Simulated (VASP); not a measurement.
Here is a VASP 6.6.1 calculation.

Contents of INCAR:

```
SYSTEM = PbS
  PREC = Accurate
  ENCUT = 520
  EDIFF = 1E-6
  ISMEAR = -1
  SIGMA = 0.052
  LREAL = Auto
  LASPH = .TRUE.
  NELM = 100
  ALGO = Normal
  ISIF = 2
  LWAVE = .FALSE.
  LCHARG = .FALSE.
  GGA = PE
  NBANDS = 94
```

File KPOINTS:

```
regular mesh
0
G
  2 2 2
  0 0 0
```

File POSCAR:

```
PbS
1.0
    0.0000000000      5.9411366537      5.9411366537
    5.9411366537      0.0000000000      5.9411366537
    5.9411366537      5.9411366537      0.0000000000
Pb S
8 8
Direct
   -0.0018070616      0.0003379825      0.0000449409
    0.0020058451     -0.0011492750      0.4974968886
    0.0007390000      0.4967856611      0.0014003213
    0.0035430931      0.4997701910      0.4966842495
    0.5039100553      0.0067038519     -0.0001108374
    0.4900839132      0.0054998735      0.5018166849
    0.4977399397      0.4948041379      0.0004367851
    0.5025859821      0.4902156220      0.5029354102
    0.2574381956      0.2583146272      0.2243719641
    0.2516146467      0.2576459841      0.7559851358
    0.2451741283      0.7556023808      0.2608413323
    0.2401518570      0.7459124841      0.7693611957
    0.7592915738      0.2691336849      0.2453400898
    0.7564066881      0.2492231009      0.7513616939
    0.7489820988      0.7558035207      0.2424064761
    0.7486909087      0.7538104678      0.7457805229
```

Potentials or basis: VASP PAW PBE potentials, release 64 (Pb_d, S).

The run is started by

```console
$ cat potpaw_PBE.64/Pb_d/POTCAR potpaw_PBE.64/S/POTCAR > POTCAR
$ mpirun -np 1 vasp_std > vasp.out
```

Task: What does it give for the band gap on the k mesh?

Result: 0.39 eV.

Task: Predict the pressure.

Result: 2.2 GPa.

Forces in eV/Å, atoms in the order of the input:
```
Pb  -0.030  0.171 -0.102
Pb  -0.051  0.026 -0.225
Pb   0.097 -0.312  0.113
Pb   0.219 -0.077  0.058
Pb  -0.375  0.006 -0.236
Pb  -0.161  0.289 -0.108
Pb   0.087 -0.009  0.316
Pb   0.140 -0.121  0.158
S    0.383  0.362 -0.202
S   -0.338 -0.234 -0.059
S   -0.208 -0.024  0.022
S   -0.048 -0.076  0.680
S   -0.083  0.067 -0.745
S    0.209 -0.085  0.028
S    0.374  0.308  0.099
S   -0.215 -0.291  0.201
```

Caveat: the k points lie up to 0.46 Å⁻¹ apart; spin-orbit coupling is left out, which moves the levels of the heavy elements.
